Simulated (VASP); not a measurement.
YbPd, 2 atoms in the cell. It takes space group Pm-3m (No. 221, cubic). Conventional cell: a = 3.427 Å, b = 3.427 Å, c = 3.427 Å, α = 90.00°, β = 90.00°, γ = 90.00°. Yb (site symmetry m-3m) has 8 Pd at 2.97 Å and 6 Yb at 3.43 Å within 3.9 Å. Pd (site symmetry m-3m) has 8 Yb at 2.97 Å and 6 Pd at 3.43 Å within 3.9 Å. 

```yaml
Program: VASP 6.6.1
Task: single point
Functional: PBEsol
Potentials_or_basis: VASP PAW PBE potentials, release 64 (Yb, Pd)
Cutoff: 520 eV
k_mesh: 10 × 10 × 10
Occupations: gaussian, width 0.05 eV
Spin: no spin polarisation
Dipole_correction: no
Further_INCAR_settings: ALGO = Normal; EDIFF = 1e-07; NBANDS = 24
```

Potentials or basis: VASP PAW PBE potentials, release 64 (Yb, Pd).

Command:

```bash
$ cat potpaw_PBE.64/Yb/POTCAR potpaw_PBE.64/Pd/POTCAR > POTCAR
$ mpirun -np 1 vasp_std > vasp.out
```

Hardware: 1 thread of Intel(R) Xeon(R) Platinum 8259CL CPU @ 2.50GHz (Skylake/Cascade Lake) (shared host).

Task: How long does it take, and how much memory?

Result: Run time: 2.8 min on 1 thread of Intel(R) Xeon(R) Platinum 8259CL CPU @ 2.50GHz (Skylake/Cascade Lake) (shared host), peak memory 0.22 GiB. Counts: scf iterations 28, k points 56.
